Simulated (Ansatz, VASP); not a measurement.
One calculation of ZnO, two programs

```
Zn O
1.0
     3.31811    0.00000    0.00000
    -1.65906    2.87357    0.00000
     0.00000    0.00000    5.35257
Zn O
2 2
Direct
  0.33333 0.66667 0.49983
  0.66667 0.33333 0.99983
  0.66667 0.33333 0.37918
  0.33333 0.66667 0.87918
```

Alike in both runs: functional RPBE; k mesh 12 × 12 × 4; no spin polarisation.

Ansatz relaxed the structure, and its values are those at the end. VASP's run is a single point on that final structure, the one shown.

|  | VASP | Ansatz |
| --- | --- | --- |
| version | VASP 6.6.1 | Ansatz 0.2.0 |
| potentials or method | VASP PAW PBE potentials, release 64 (Zn, O), cutoff 520 eV | plane waves, PAW |
| occupations | gaussian, width 0.01 eV | fixed |
| valence electrons in the cell | 36 | 36 |

|  | VASP | Ansatz | Ansatz less VASP |
| --- | --- | --- | --- |
| pressure (GPa) | 0.9 | 0.0 | -0.91 |

VASP's potentials were made for PBE, not for RPBE.
